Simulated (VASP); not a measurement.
# ZnS (P3m1) in VASP: a series of runs, part 2 of 2

VASP 6.6.1. The steps go on from the part before.

## Step 4: Single point, r2SCAN (atom 1 (Zn) moved by (+0.000, -0.225) A along [1 1 0] and z)

Input file POSCAR:

```
ZnS
1.0
    3.8109987816      0.0000000000      0.0000000000
   -1.9054993908      3.3004217586      0.0000000000
    0.0000000000      0.0000000000      6.2340000000
Zn S
2 2
Direct
    0.3333333333      0.6666666667     -0.0360923965
    0.6666666667      0.3333333333      0.5000000000
    0.3333333333      0.6666666667      0.3850000000
    0.6666666667      0.3333333333      0.8850000000
```

Input file INCAR.step1:

```
  PREC = Accurate
  ENCUT = 520
  ISMEAR = 0
  SIGMA = 0.05
  LREAL = False
  LASPH = True
  NELM = 80
  NBANDS = 26
  GGA = PE
  ALGO = Normal
  EDIFF = 1E-4
  LWAVE = True
  LCHARG = False
```

Input file INCAR.step2:

```
  PREC = Accurate
  ENCUT = 520
  EDIFF = 1E-6
  ISMEAR = 0
  SIGMA = 0.05
  LREAL = False
  LASPH = True
  NELM = 80
  ALGO = Normal
  ISIF = 2
  LWAVE = False
  LCHARG = True
  METAGGA = R2SCAN
  LMIXTAU = True
  LELF = True
  LVHAR = True
  NBANDS = 26
  ISTART = 1
```

Input file KPOINTS:

```
regular mesh
0
Gamma
  6 6 4
```

The run is started by

```
$ cat potpaw_PBE.64/Zn/POTCAR potpaw_PBE.64/S/POTCAR > POTCAR
$ cp INCAR.step1 INCAR
$ mpirun -np 1 vasp_std > vasp.out
$ cp INCAR.step2 INCAR
$ mpirun -np 1 vasp_std > vasp.out
```

It took 79 s on 1 thread of Intel Xeon 6975P-C (Granite Rapids), shared host; peak memory 0.22 GiB.

The run converged. Its results:

- Free energy: -37.5149 eV
- Pressure: 1.2 GPa
- Largest force: 1.146 eV/Å
- Band gap on the k mesh: 2.67 eV, direct

Forces in eV/Å, atoms in the order of the input:
```
Zn   0.000  0.000  1.146
Zn   0.000  0.000 -0.076
S    0.000  0.000 -0.539
S    0.000  0.000 -0.531
```

Stress tensor (GPa, compression positive):
```
 2.58  0.00  0.00
 0.00  2.58  0.00
 0.00  0.00 -1.59
```

Levels at points of the mesh, in eV from the valence-band top:
```
           k point  band 16  band 17  band 18  band 19  band 20  band 21
(0.00, 0.00, 0.00)    -0.02     0.00     0.00     2.67     3.39     6.59
(0.50, 0.00, 0.00)    -2.56    -1.44    -1.12     3.73     4.80     5.46
(0.00, 0.00, 0.50)    -0.85    -0.19    -0.19     3.53     4.24     6.75
(0.50, 0.00, 0.50)    -1.68    -1.46    -1.24     3.87     4.09     5.17
```

Caveat: the cell differs from its parent crystal (atom 1 (Zn) moved by (+0.000, -0.225) A along [1 1 0] and z); the PAW data sets were made with another functional, which shifts forces and pressure a little.

## Step 5: Single point, r2SCAN (atom 1 (Zn) moved by (+0.000, +0.225) A along [1 1 0] and z)

Changes to POSCAR since step 4:

```diff
@@ -8,3 +8,3 @@
 Direct
-    0.3333333333      0.6666666667     -0.0360923965
+    0.3333333333      0.6666666667      0.0360923965
     0.6666666667      0.3333333333      0.5000000000
```

Input file INCAR.step1:

```
SYSTEM = ZnS
PREC = Accurate
ENCUT = 520
ISMEAR = 0
SIGMA = 0.05
LREAL = .FALSE.
LASPH = .TRUE.
NELM = 100
NBANDS = 26
GGA = PE
ALGO = Normal
EDIFF = 1E-4
LWAVE = .TRUE.
LCHARG = .FALSE.
```

Input file INCAR.step2:

```
SYSTEM = ZnS
PREC = Accurate
ENCUT = 520
EDIFF = 1E-7
ISMEAR = 0
SIGMA = 0.05
LREAL = .FALSE.
LASPH = .TRUE.
NELM = 100
ALGO = Normal
ISIF = 2
LWAVE = .FALSE.
LCHARG = .FALSE.
METAGGA = R2SCAN
LMIXTAU = .TRUE.
NBANDS = 26
ISTART = 1
```

Input file KPOINTS:

```
Automatic mesh
0
G
  6 6 4
  0 0 0
```

Potentials or basis: VASP PAW PBE potentials, release 64 (Zn, S).

The run is started by

```
$ cat potpaw_PBE.64/Zn/POTCAR potpaw_PBE.64/S/POTCAR > POTCAR
$ cp INCAR.step1 INCAR
$ mpirun -np 1 vasp_std > vasp.out
$ cp INCAR.step2 INCAR
$ mpirun -np 1 vasp_std > vasp.out
```

OUTCAR:

```text
SYSTEM = ZnS
   PREC = Accurate
   ENCUT = 520
   EDIFF = 1E-7
   ISMEAR = 0
   LREAL = .FALSE.
   LASPH = .TRUE.
   NELM = 100
   ISIF = 2
   METAGGA = R2SCAN
   ISTART = 1

 ion  position               nearest neighbor table
   1  0.333  0.667  0.036-   3 2.18   4 2.39   4 2.39   4 2.39
   2  0.667  0.333  0.500-   3 2.31   3 2.31   3 2.31   4 2.40
   3  0.333  0.667  0.385-   1 2.18   2 2.31   2 2.31   2 2.31
   4  0.667  0.333  0.885-   1 2.39   1 2.39   1 2.39   2 2.40

  LATTYP: Found a hexagonal cell.
 ALAT       =     3.8109987816
 C/A-ratio  =     1.6357916539

  Lattice vectors:

 A1 = (   3.8109987816,   0.0000000000,   0.0000000000)
 A2 = (  -1.9054993908,   3.3004217586,   0.0000000000)
 A3 = (   0.0000000000,   0.0000000000,   6.2340000000)

Analysis of symmetry for initial positions (statically):
=====================================================================
 Subroutine PRICEL returns:
 Original cell was already a primitive cell.

 Routine SETGRP: Setting up the symmetry group for a
 hexagonal supercell.

 Subroutine GETGRP returns: Found  6 space group operations
 (whereof  6 operations were pure point group operations)
 out of a pool of 24 trial point group operations.

The static configuration has the point symmetry C_3v.

Analysis of symmetry for dynamics (positions and initial velocities):
=====================================================================
 Subroutine PRICEL returns:
 Original cell was already a primitive cell.

 Routine SETGRP: Setting up the symmetry group for a
 hexagonal supercell.

 Subroutine GETGRP returns: Found  6 space group operations
 (whereof  6 operations were pure point group operations)
 out of a pool of 24 trial point group operations.

The dynamic configuration has the point symmetry C_3v.

 Subroutine INISYM returns: Found  6 space group operations
 (whereof  6 operations are pure point group operations),
 and found     1 'primitive' translations

[... 115 lines left out ...]
   IMIX   =      4    mixing-type and parameters
     AMIX     =   0.40;   BMIX     =  1.00
     AMIX_MAG =   1.60;   BMIX_MAG =  1.00
  volume/ion in A,a.u.               =      19.60       132.29
  Fermi-wavevector in a.u.,A,eV,Ry     =   1.262944  2.386617 21.701656  1.595027
  Thomas-Fermi vector in A             =   2.396326
   LORBIT       =      0    0 simple, 1 ext, 2 COOP (PROOUT), +10 PAW based schemes
   METAGGA = R2SCAN    functional components
   LHFCALC =     F    Hartree Fock is set to
   AEXX    =    0.0000 exact exchange contribution
   IVDW    =     0    specifies the selected vdW correction
   LEPSILON=     F    determine dielectric tensor
   LRPA    =     F    only Hartree local field effects (RPA)
 non-spin polarized calculation
 Gauss-broadening in eV      SIGMA  =   0.05
  energy-cutoff  :      520.00
  volume of cell :       78.41
 maximum number of plane-waves:      2133
   NGX = 15   NGY = 15   NGZ = 23

 number of electron      35.9999988 magnetization

 Free energy of the ion-electron system (eV)
  ---------------------------------------------------
  ext. energy  EPLUGINS =         0.00000000
  ---------------------------------------------------
  free energy    TOTEN  =       -37.56015665 eV

  energy without entropy =      -37.56015665  energy(sigma->0) =      -37.56015665

 E-fermi :   2.2859     XC(G=0): -10.3074

 val. band max:        2.0488248343   @ k =   0.0000   0.0000   0.0000
 cond. band min:       4.6100134943   @ k =   0.0000   0.0000   0.0000
 fundamental gap:      2.5611886600
 Fermi energy:         2.2858721814

 k-point     1 :       0.0000    0.0000    0.0000
  band No.  band energies     occupation
      1     -12.0874      2.00000
      2     -10.6392      2.00000
      3      -4.8649      2.00000
      4      -4.8649      2.00000
      5      -4.8077      2.00000
      6      -4.3457      2.00000
[... 685 lines left out ...]
     25      11.8688      0.00000
     26      12.4332      0.00000

------------------------ aborting loop because EDIFF is reached ----------------------------------------

  FORCE on cell =-STRESS in cart. coord.  units (eV):
  Direction    XX          YY          ZZ          XY          YZ          ZX
  --------------------------------------------------------------------------------------
  -------------------------------------------------------------------------------------
  Total       -0.2812318     -0.2812318      1.4659274     -0.0000000      0.0000000      0.0000000
  in kB       -5.7464538     -5.7464538     29.9535298     -0.0000000      0.0000000      0.0000000
  external PRESSURE =       6.1535408 kB  Pullay stress =       0.0000000 kB

 VOLUME and BASIS-vectors are now :
 -----------------------------------------------------------------------------
  energy-cutoff  :      520.00
  volume of cell :       78.41
      direct lattice vectors                 reciprocal lattice vectors
     3.810998782  0.000000000  0.000000000     0.262398405  0.151495789  0.000000000
    -1.905499391  3.300421759  0.000000000     0.000000000  0.302991579  0.000000000
     0.000000000  0.000000000  6.234000000     0.000000000  0.000000000  0.160410651

 POSITION                                       TOTAL-FORCE (eV/Angst)
 -----------------------------------------------------------------------------------
     -0.00000      2.20028      0.22500         0.000000     -0.000000     -1.852562
      1.90550      1.10014      3.11700         0.000000     -0.000000      0.758131
     -0.00000      2.20028      2.40009        -0.000000      0.000000      0.960242
      1.90550      1.10014      5.51709        -0.000000      0.000000      0.134189
 -----------------------------------------------------------------------------------
    total drift:                               -0.000004      0.000002      0.003049

  FREE ENERGIE OF THE ION-ELECTRON SYSTEM (eV)
  ---------------------------------------------------
  free  energy   TOTEN  =       -37.5601566462 eV

  energy  without entropy=      -37.5601566462  energy(sigma->0) =      -37.56015665
```

OSZICAR.step1:

```text
N       E                     dE             d eps       ncg     rms          rms(c)
DAV:   1     0.240175344940E+03    0.24018E+03   -0.17087E+04  1248   0.167E+03
DAV:   2     0.924443020683E+01   -0.23093E+03   -0.22089E+03  1288   0.346E+02
DAV:   3    -0.138667419256E+02   -0.23111E+02   -0.22846E+02  1486   0.110E+02
DAV:   4    -0.144068137486E+02   -0.54007E+00   -0.53894E+00  1430   0.169E+01
DAV:   5    -0.144152194461E+02   -0.84057E-02   -0.84041E-02  1536   0.208E+00    0.101E+01
DAV:   6    -0.135292793067E+02    0.88594E+00   -0.17019E+00  1882   0.382E+01    0.774E+00
DAV:   7    -0.135192654324E+02    0.10014E-01   -0.12828E+00  1354   0.713E+00    0.352E+00
DAV:   8    -0.135133651167E+02    0.59003E-02   -0.61755E-02  1544   0.316E+00    0.990E-01
DAV:   9    -0.135131407873E+02    0.22433E-03   -0.12646E-02  1580   0.353E+00    0.234E-01
DAV:  10    -0.135134268766E+02   -0.28609E-03   -0.30167E-03  1468   0.114E+00    0.135E-01
DAV:  11    -0.135136764880E+02   -0.24961E-03   -0.69307E-04  1366   0.490E-01    0.696E-02
DAV:  12    -0.135136699156E+02    0.65724E-05   -0.35635E-04  1346   0.394E-01
   1 F= -.13513670E+02 E0= -.13513670E+02  d E =-.201617E-10
```

Wall time 85 s (1 thread of Intel Xeon 6975P-C (Granite Rapids), shared host); peak memory 0.22 GiB.

What came out:

- Free energy: -37.5602 eV
- Pressure: 0.6 GPa
- Largest force: 1.853 eV/Å
- Band gap on the k mesh: 2.56 eV, direct

Forces on the atoms (eV/Å):
```
Zn   0.000  0.000 -1.853
Zn   0.000  0.000  0.758
S    0.000  0.000  0.960
S    0.000  0.000  0.134
```

Caveat: the cell differs from its parent crystal (atom 1 (Zn) moved by (+0.000, +0.225) A along [1 1 0] and z); the PAW data sets were made with another functional, which shifts forces and pressure a little.
